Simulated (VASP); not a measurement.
A run of VASP 6.6.1 is set up as follows.

Contents of INCAR:

```
SYSTEM = W2C
PREC     = Accurate       ! precision mode
ENCUT    = 600            ! plane-wave cutoff, eV
EDIFF    = 1E-6           ! SCF threshold, eV
ISMEAR   = 0              ! smearing method
SIGMA    = 0.1            ! smearing width, eV
LREAL    = .FALSE.        ! projectors in reciprocal space
LASPH    = .TRUE.         ! aspherical terms in the spheres
NELM     = 200            ! most SCF steps
ALGO     = Normal         ! electronic algorithm
ISIF     = 2              ! what is computed and relaxed
LWAVE    = .FALSE.        ! write WAVECAR
LCHARG   = .FALSE.        ! write CHGCAR
ISPIN    = 2              ! spin polarisation
MAGMOM   = 0.1 -0.1 0     ! initial moments
LORBIT   = 11             ! projections on sites
LMAXMIX  = 4              ! l up to which the mixer works
GGA      = PE             ! functional
NBANDS   = 27             ! bands
GGA_COMPAT= .FALSE.
```

Contents of KPOINTS:

```
regular mesh
0
G
  6 6 4
  0 0 0
```

File POSCAR:

```
W2C
1.0
    3.0700456420      0.0000000000      0.0000000000
   -1.5350228210      2.6587375167      0.0000000000
    0.0000000000      0.0000000000      4.6784280000
W C
2 1
Direct
    0.3333333333      0.6666666667      0.7463310000
    0.6666666667      0.3333333333      0.2536690000
    0.0000000000      0.0000000000      0.0000000000
```

Potentials or basis: VASP PAW PBE potentials, release 64 (W_sv, C).

Command:

```sh
$ cat potpaw_PBE.64/W_sv/POTCAR potpaw_PBE.64/C/POTCAR > POTCAR
$ mpirun -np 1 vasp_std > vasp.out
```

(1) Predict the pressure.

(2) Predict the largest force.

(3) What does it give for the net moment?

(4) What does it give for the band gap on the k mesh?

Answers

(1) -1.2 GPa.

(2) 0.118 eV/Å.

(3) 0.00 μB per cell.

(4) zero (filled and empty bands overlap).

Caveat: the k points lie up to 0.39 Å⁻¹ apart; spin-orbit coupling is left out, which moves the levels of the heavy elements.
